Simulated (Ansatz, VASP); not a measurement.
# W in VASP and in Ansatz

```
CELL_PARAMETERS angstrom
-1.57732 1.57732 1.57732
1.57732 -1.57732 1.57732
1.57732 1.57732 -1.57732
ATOMIC_POSITIONS crystal
W 0.00000 0.00000 0.00000
```

Alike in both runs: functional PBEsol; k mesh 14 × 14 × 14; occupations fermi-dirac, width 0.1 eV; no spin polarisation.

Ansatz relaxed the structure, and its values are those at the end. VASP's run is a single point on that final structure, the one shown.

|  | VASP | Ansatz |
| --- | --- | --- |
| version | VASP 6.6.1 | Ansatz 0.2.0 |
| potentials or method | VASP PAW PBE potentials, release 64 (W_sv), cutoff 520 eV | plane waves (420 eV) with PAW, scalar-relativistic |
| valence electrons in the cell | 14 | 14 |

Ansatz gave:

```
pressure (GPa) : 0.0
```

Problem. Estimate VASP's values.

Solution. Pressure (GPa): 0.7.

VASP's potentials were made for PBE, not for PBEsol, and Ansatz warns of the same on its side.

Spin-orbit coupling is off throughout.
